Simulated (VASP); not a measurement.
# Cu5Si3 in VASP: a series of runs

Runs on Cu5Si3. Level: PBE. Tasks: single point.

Program: VASP 6.6.1. These are calculated values, not measurements. Logs are shortened: lines on timing, memory, paths and dates and some standing lists are left out, and cuts for length are marked.

## Step 1: The cell of the first run

The cell holds an amorphous packing of atoms, 16 atoms: a = 6.034 Å, b = 6.312 Å, c = 5.993 Å, α = 91.32°, β = 89.34°, γ = 91.28°.

## Step 2: Single point, PBE

File INCAR:

```
SYSTEM = Cu5Si3
PREC     = Accurate       ! precision mode
ENCUT    = 520            ! plane-wave cutoff, eV
EDIFF    = 1E-6           ! SCF threshold, eV
ISMEAR   = -1             ! smearing method
SIGMA    = 0.1336         ! smearing width, eV
LREAL    = Auto         
LASPH    = .TRUE.         ! aspherical terms in the spheres
NELM     = 80             ! most SCF steps
ALGO     = Normal         ! electronic algorithm
ISIF     = 2              ! what is computed and relaxed
LWAVE    = .FALSE.        ! write WAVECAR
LCHARG   = .FALSE.        ! write CHGCAR
GGA      = PE             ! functional
ISYM     = 0            
NBANDS   = 81             ! bands
```

File KPOINTS:

```
Automatic mesh
0
Gamma
  1 1 1
  0.25 0.25 0.25
```

File POSCAR:

```
Cu5Si3
1.0
    6.0333080000     -0.0687010000      0.0339860000
   -0.0687010000      6.3113540000     -0.0708020000
    0.0339860000     -0.0708020000      5.9927160000
Cu Si
10 6
Direct
    0.5248265521      0.2358532170      0.5186581717
    0.7537493839      0.5629599552      0.3985089172
    0.6773998926      0.2032625174      0.8789250617
    0.7208010153      0.9445259895      0.6199419739
    0.0490711257      0.2372124597      0.5418854131
    0.5501471319      0.5576152955      0.7881961998
    0.3693057129      0.9320457998      0.7454353723
    0.4026562584      0.3485310744      0.1525395199
    0.1925918530      0.7392425878      0.0579278956
    0.3388255685      1.0050220084      0.3035368675
    0.0411824527      0.6626102838      0.6433404330
    0.6021810599      0.8232646751      0.0847201937
    0.9051861097      0.5036573949      1.0062134257
    0.1130765445      0.1550965656      1.0546009735
    0.3896614560      0.6280602924      0.4336135553
    0.7766128491      0.1719868323      0.2450171254
```

Potentials or basis: VASP PAW PBE potentials, release 64 (Cu, Si).

Started as:

```sh
> cat potpaw_PBE.64/Cu/POTCAR potpaw_PBE.64/Si/POTCAR > POTCAR
> mpirun -np 1 vasp_std > vasp.out
```

OUTCAR:

```text
SYSTEM = Cu5Si3
   PREC = Accurate
   ENCUT = 520
   EDIFF = 1E-6
   ISMEAR = -1
   LREAL = Auto
   LASPH = .TRUE.
   NELM = 80
   ISIF = 2
   GGA = PE
   ISYM = 0

 ion  position               nearest neighbor table
   1  0.525  0.236  0.519-  10 2.22  16 2.26   4 2.31   3 2.37   8 2.45   7 2.53   6 2.57   2 2.57
                            15 2.69
   2  0.754  0.563  0.399-  15 2.25  11 2.35  13 2.54   1 2.57  16 2.62   6 2.63  12 2.71   4 2.73

   3  0.677  0.203  0.879-   4 2.24  16 2.29   1 2.37  13 2.43   6 2.46   8 2.49   7 2.62  12 2.75
                            14 2.87
   4  0.721  0.945  0.620-   7 2.24   3 2.24   1 2.31  11 2.66  16 2.71   5 2.72   2 2.73
   5  0.049  0.237  0.542-  16 2.46  10 2.68   4 2.72  11 2.74
   6  0.550  0.558  0.788-  15 2.40  12 2.43   3 2.46  13 2.56   1 2.57   2 2.63   7 2.64   8 2.71

   7  0.369  0.932  0.745-   4 2.24   9 2.48   1 2.53  12 2.60   3 2.62   6 2.64  11 2.65  15 2.65
                            10 2.71  14 2.78
   8  0.403  0.349  0.153-  14 2.19  10 2.39  15 2.41   1 2.45   3 2.49  16 2.61   6 2.71
   9  0.193  0.739  0.058-  13 2.28  10 2.37   7 2.48  12 2.52  15 2.67  14 2.68  11 2.69
  10  0.339  0.005  0.304-   1 2.22  14 2.27  12 2.35   9 2.37   8 2.39  15 2.55   5 2.68   7 2.71
                            16 2.84
  11  0.041  0.663  0.643-   2 2.35  15 2.45  13 2.54   7 2.65   4 2.66   9 2.69   5 2.74
  12  0.602  0.823  0.085-  10 2.35   6 2.43   9 2.52  16 2.59   7 2.60   2 2.71  15 2.74   3 2.75
                            13 2.78
  13  0.905  0.504  0.006-   9 2.28   3 2.43   2 2.54  11 2.54   6 2.56  14 2.58  16 2.66  12 2.78

  14  0.113  0.155  0.055-   8 2.19  10 2.27  16 2.32  13 2.58   9 2.68   7 2.78   3 2.87
  15  0.390  0.628  0.434-   2 2.25   6 2.40   8 2.41  11 2.45  10 2.55   7 2.65   9 2.67   1 2.69
                            12 2.74
  16  0.777  0.172  0.245-   1 2.26   3 2.29  14 2.32   5 2.46  12 2.59   8 2.61   2 2.62  13 2.66
                             4 2.71  10 2.84

IMPORTANT INFORMATION: All symmetrisations will be switched off!
NOSYMM: (Re-)initialisation of all symmetry stuff for point group C_1.

----------------------------------------------------------------------------------------

                                     Primitive cell

  volume of cell :     228.1272

  direct lattice vectors                    reciprocal lattice vectors
     6.033308000 -0.068701000  0.033986000     0.165772159  0.001794171 -0.000918933
    -0.068701000  6.311354000 -0.070802000     0.001794171  0.158485028  0.001862274
     0.033986000 -0.070802000  5.992716000    -0.000918933  0.001862274  0.166896460

  length of vectors
     6.033794851  6.312125004  5.993230600     0.165784415  0.158506123  0.166909379

  position of ions in fractional coordinates (direct lattice)
     0.524826552  0.235853217  0.518658172
     0.753749384  0.562959955  0.398508917
     0.677399893  0.203262517  0.878925062
     0.720801015  0.944525990  0.619941974
     0.049071126  0.237212460  0.541885413
     0.550147132  0.557615295  0.788196200
[... 8 lines left out ...]
     0.389661456  0.628060292  0.433613555
     0.776612849  0.171986832  0.245017125

  ion indices of the primitive-cell ions
   primitive index   ion index
                 1           1
                 2           2
                 3           3
                 4           4
                 5           5
                 6           6
[... 8 lines left out ...]
                15          15
                16          16

----------------------------------------------------------------------------------------

 KPOINTS: Automatic mesh

Automatic generation of k-mesh.
 Grid dimensions read from file:
 generate k-points for:    1    1    1

 Generating k-lattice:

  Cartesian coordinates                     Fractional coordinates (reciprocal lattice)
     0.165772159  0.001794171 -0.000918933     1.000000000  0.000000000  0.000000000
     0.001794171  0.158485028  0.001862274    -0.000000000  1.000000000  0.000000000
    -0.000918933  0.001862274  0.166896460     0.000000000  0.000000000  1.000000000

  Length of vectors
     0.165784415  0.158506123  0.166909379

  Shift w.r.t. Gamma in fractional coordinates (k-lattice)
     0.250000000  0.250000000  0.250000000

 Subroutine IBZKPT returns following result:
 ===========================================

 Found      1 irreducible k-points:

 Following reciprocal coordinates:
            Coordinates               Weight
  0.250000  0.250000  0.250000      2.000000
   k-points           NKPTS =      1   k-points in BZ     NKDIM =      1   number of bands    NBANDS=     81
   number of dos      NEDOS =    301   number of ions     NIONS =     16
   total plane-waves  NPLWV = 110592
   dimension x,y,z NGX =    48 NGY =   48 NGZ =   48
   dimension x,y,z NGXF=    96 NGYF=   96 NGZF=   96
   ions per type =              10   6
   NGX,Y,Z   is equivalent  to a cutoff of  13.23, 12.64, 13.31 a.u.
   NGXF,Y,Z  is equivalent  to a cutoff of  26.45, 25.28, 26.63 a.u.
 SYSTEM =  Cu5Si3
   PREC   = accura    normal or accurate (medium, high low for compatibility)
   ISTART =      0    job   : 0-new  1-cont  2-samecut
   ICHARG =      2    charge: 1-file 2-atom 10-const
   ISPIN  =      1    spin polarized calculation?
   LNONCOLLINEAR =      F non collinear calculations
   LSORBIT =      F    spin-orbit coupling
   LASPH  =      T    aspherical Exc in radial PAW
   ENCUT  =  520.0 eV  38.22 Ry    6.18 a.u.  11.22 11.74 11.14*2*pi/ulx,y,z
   NELM   =     80;   NELMIN=  2; NELMDL= -5     # of ELM steps
   EDIFF  = 0.1E-05   stopping-criterion for ELM
   LREAL  =      T    real-space projection
   EDIFFG = 0.1E-04   stopping-criterion for IOM
   NSW    =      0    number of steps for IOM
   IBRION =     -1    ionic relax: 0-MD 1-quasi-New 2-CG
   NFREE  =      0    steps in history (QN), initial steepest desc. (CG)
   ISIF   =      2    stress and relaxation
   ISYM   =      0    0-nonsym 1-usesym 2-fastsym
   POTIM  = 0.5000    time-step for ionic-motion
   TEBEG  =    0.0;   TEEND  =   0.0 temperature during run
   PSTRESS=    0.0 pullay stress
   NELECT =     134.0000    total number of electrons
   NUPDOWN=      -1.0000    fix difference up-down
   EMIN   =  10.00;   EMAX   =-10.00  energy-range for DOS
   EFERMI =   0.00;   METHOD = LEGACY
   ISMEAR =    -1;   SIGMA  =   0.13  broadening in eV -4-tet -1-fermi 0-gaus
   EFERMI_NEDOS =   21; number of points for ismear=-14 and -15
   IALGO  =     38    algorithm
   IMIX   =      4    mixing-type and parameters
     AMIX     =   0.40;   BMIX     =  1.00
     AMIX_MAG =   1.60;   BMIX_MAG =  1.00
  volume/ion in A,a.u.               =      14.26        96.22
  Fermi-wavevector in a.u.,A,eV,Ry     =   1.371042  2.590894 25.575633  1.879756
  Thomas-Fermi vector in A             =   2.496774
   LORBIT       =      0    0 simple, 1 ext, 2 COOP (PROOUT), +10 PAW based schemes
   GGA     = PE    functional components
   LHFCALC =     F    Hartree Fock is set to
   AEXX    =    0.0000 exact exchange contribution
   IVDW    =     0    specifies the selected vdW correction
   LEPSILON=     F    determine dielectric tensor
   LRPA    =     F    only Hartree local field effects (RPA)
 non-spin polarized calculation
  energy-cutoff  :      520.00
  volume of cell :      228.13
 maximum number of plane-waves:      6158
 NGX is ok and might be reduce to    48
   NGX = 23   NGY = 23   NGZ = 23

 number of electron     133.9999956 magnetization

 Free energy of the ion-electron system (eV)
  ---------------------------------------------------
  ext. energy  EPLUGINS =         0.00000000
  ---------------------------------------------------
  free energy    TOTEN  =       -66.76172873 eV

  energy without entropy =      -66.59939539  energy(sigma->0) =      -66.68056206

 E-fermi :   7.3877     XC(G=0): -11.3942

 val. band max:        7.0587374264   @ k =   0.2500   0.2500   0.2500
 cond. band min:       7.7132847171   @ k =   0.2500   0.2500   0.2500
 fundamental gap:      0.6545472907
 Fermi energy:         7.3877007821

 k-point     1 :       0.2500    0.2500    0.2500
  band No.  band energies     occupation
      1      -4.0350      2.00000
      2      -2.8128      2.00000
      3      -1.8932      2.00000
      4      -1.1476      2.00000
      5      -0.6294      2.00000
      6      -0.0378      2.00000
[... 71 lines left out ...]
     78      11.4395      0.00000
     79      11.7666      0.00000
 [bands above 79 left out]

------------------------ aborting loop because EDIFF is reached ----------------------------------------

  FORCE on cell =-STRESS in cart. coord.  units (eV):
  Direction    XX          YY          ZZ          XY          YZ          ZX
  --------------------------------------------------------------------------------------
  -------------------------------------------------------------------------------------
  Total        5.8819847     -1.6611567      6.1298008     -0.9549607      1.3606935     -3.0940975
  in kB       41.3102095    -11.6665943     43.0506651     -6.7068564      9.5563890    -21.7303887
  external PRESSURE =      24.2314268 kB  Pullay stress =       0.0000000 kB

 VOLUME and BASIS-vectors are now :
 -----------------------------------------------------------------------------
  energy-cutoff  :      520.00
  volume of cell :      228.13
      direct lattice vectors                 reciprocal lattice vectors
     6.033308000 -0.068701000  0.033986000     0.165772159  0.001794171 -0.000918933
    -0.068701000  6.311354000 -0.070802000     0.001794171  0.158485028  0.001862274
     0.033986000 -0.070802000  5.992716000    -0.000918933  0.001862274  0.166896460

 POSITION                                       TOTAL-FORCE (eV/Angst)
 -----------------------------------------------------------------------------------
      3.16786      1.41577      3.10931        -0.292177      2.273356      0.965876
      4.52247      3.47304      2.37391         0.816480      0.112501     -0.382702
      4.10287      1.17409      5.27578         0.597317      0.427119      0.454570
      4.30499      5.86782      3.67276         2.075075     -2.140292     -1.329014
      0.29818      1.45539      3.23224        -0.233599      0.154428      0.246961
      3.30769      3.42571      4.70265         0.038345      0.492992      0.309258
[... 8 lines left out ...]
      2.32254      3.90644      2.56730        -1.368848      0.740193      0.271193
      4.68206      1.01477      1.48254         0.197884     -0.298152      1.097532
 -----------------------------------------------------------------------------------
    total drift:                               -0.002031     -0.000451      0.000348

  FREE ENERGIE OF THE ION-ELECTRON SYSTEM (eV)
  ---------------------------------------------------
  free  energy   TOTEN  =       -66.7617287251 eV

  energy  without entropy=      -66.5993953872  energy(sigma->0) =      -66.68056206
```

Wall time 50 s (1 thread of Intel Xeon 6975P-C (Granite Rapids), shared host); peak memory 0.32 GiB.

What came out:

```
Free energy            : -66.7617 eV
Pressure               : 2.4 GPa
Largest force          : 3.264 eV/Å
Band gap on the k mesh : 0.65 eV
```

Forces in eV/Å, atoms in the order of the input:
```
Cu  -0.292  2.273  0.966
Cu   0.816  0.113 -0.383
Cu   0.597  0.427  0.455
Cu   2.075 -2.140 -1.329
Cu  -0.234  0.154  0.247
Cu   0.038  0.493  0.309
Cu  -2.040 -0.019  0.412
Cu   0.881  1.774 -0.400
Cu   0.389 -0.273 -0.413
Cu  -0.581 -1.434  0.481
Si   0.245  0.241  0.710
Si   0.634 -1.466 -0.484
Si  -0.940  0.387 -0.345
Si  -0.418 -0.972 -1.595
Si  -1.369  0.740  0.271
Si   0.198 -0.298  1.098
```

Stress tensor (GPa, compression positive):
```
 4.13 -0.67 -2.17
-0.67 -1.17  0.96
-2.17  0.96  4.31
```

Caveat: the k points lie up to 1.05 Å⁻¹ apart.

## Step 3: Single point, PBE

File INCAR:

```
PREC = Accurate
ENCUT = 520
EDIFF = 1E-6
ISMEAR = -1
SIGMA = 0.1336
LREAL = Auto
LASPH = True
NELM = 60
ALGO = Normal
ISIF = 2
LWAVE = False
LCHARG = False
GGA = PE
NBANDS = 81
ISYM = 0
```

KPOINTS is that of step 2.

File POSCAR:

```
Cu5Si3
1.0
    6.0333080000     -0.0687010000      0.0339860000
   -0.0687010000      6.3113540000     -0.0708020000
    0.0339860000     -0.0708020000      5.9927160000
Cu Si
10 6
Direct
    0.5591485443      0.3238265165      0.5731718878
    0.7316398574      0.5948064377      0.3696872959
    0.6883748191      0.1507626386      0.9193856658
    0.7630129091      0.8768537976      0.6319026708
    0.0944854082      0.1893047695      0.5916806295
    0.4630043988      0.6220584561      0.7789647157
    0.2722451992      0.9313513624      0.7404116954
    0.4014460589      0.3606317029      0.1867545367
    0.2571300280      0.7066053243      0.0744082064
    0.3226481504      1.0369223505      0.3116264238
    0.0097142548      0.6089772846      0.6280308730
    0.6634024561      0.8112015369      0.0945686889
    0.9808700925      0.4639644015      1.0063391552
    0.0195416791      0.0718781673      1.0394907709
    0.3530402545      0.6405690845      0.4306521694
    0.7911744164      0.2112379962      0.2903350032
```

Potentials or basis: VASP PAW PBE potentials, release 64 (Cu, Si).

Started as:

```sh
> cat potpaw_PBE.64/Cu/POTCAR potpaw_PBE.64/Si/POTCAR > POTCAR
> mpirun -np 1 vasp_std > vasp.out
```

Wall time 42 s (1 thread of Intel Xeon 6975P-C (Granite Rapids), shared host); peak memory 0.33 GiB.

The run converged. Its results:

| Item | Value |
| --- | --- |
| Free energy | -64.7044 eV |
| Pressure | 5.1 GPa |
| Largest force | 4.430 eV/Å |
| Band gap on the k mesh | 0.65 eV |

Forces in eV/Å, atoms in the order of the input:
```
Cu  -0.630 -1.717  0.142
Cu   1.048 -0.587 -0.815
Cu  -1.701  0.648 -0.799
Cu  -0.414  1.376  0.240
Cu  -1.917  2.048 -0.350
Cu   1.786 -0.958  0.918
Cu   0.567 -0.427  0.383
Cu   0.265  0.754 -1.470
Cu  -0.896  1.318  0.910
Cu   0.393 -1.865 -0.004
Si   0.745 -0.221  1.337
Si  -0.401 -0.350 -1.115
Si  -1.284  0.147 -0.992
Si   4.074 -1.456 -0.956
Si  -0.713  1.117  0.262
Si  -0.923  0.173  2.308
```

Stress tensor (GPa, compression positive):
```
 4.12 -4.97 -3.63
-4.97  4.02 -1.04
-3.63 -1.04  7.15
```

Levels at points of the mesh, in eV from the valence-band top:
| k point | band 63 | band 64 | band 65 | band 66 | band 67 | band 68 | band 69 | band 70 | band 71 | band 72 |
| --- | --- | --- | --- | --- | --- | --- | --- | --- | --- | --- |
| (0.25, 0.25, 0.25) | -1.02 | -0.86 | -0.68 | -0.27 | 0.00 | 0.65 | 1.21 | 1.51 | 1.71 | 2.13 |

Caveat: the k points lie up to 1.05 Å⁻¹ apart.

(Part 1 of 2 ends here.)
